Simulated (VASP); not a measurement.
The system is SnS2.

```
CELL_PARAMETERS angstrom
3.60500 0.00000 0.00000
-1.80250 3.12202 0.00000
0.00000 0.00000 5.35080
ATOMIC_POSITIONS crystal
Sn 0.00000 0.00000 0.00000
S 0.66667 0.33333 0.72870
S 0.33333 0.66667 0.27130
```

This cell differs from its parent crystal: z stretched by -2 %.

- Program: VASP 6.6.1
- Task: relaxation of the atoms
- Functional: PBE
- Potentials or basis: VASP PAW PBE potentials, release 64 (Sn_d, S)
- Cutoff: 450 eV
- k mesh: 14 × 14 × 8
- Occupations: fermi-dirac, width 0.02 eV
- Spin: no spin polarisation

At the start: pressure 9.6 GPa; volume 20.07 Å³/atom.

Question: How do energy, volume and symmetry change on relaxing?

Answer: Over 3 steps the energy falls by 2.0 meV/atom at a fixed cell; space group P-3m1 (No. 164, to 0.1 Å) before and after.

Step by step:
| step | energy change (eV) | largest force (eV/Å) | pressure (GPa) |
| --- | --- | --- | --- |
| 1 | 0.0000 | 0.2827 | 9.61 |
| 2 | -0.0053 | 0.1046 | 8.94 |
| 3 | -0.0061 | 0.0039 | 8.54 |

Final structure:
```
CELL_PARAMETERS angstrom
3.60500 0.00000 0.00000
-1.80250 3.12202 0.00000
0.00000 0.00000 5.35080
ATOMIC_POSITIONS crystal
Sn 0.00000 0.00000 0.00000
S 0.66667 0.33333 0.72458
S 0.33333 0.66667 0.27542
```

Caveat: the cell differs from its parent crystal (z stretched by -2 %).
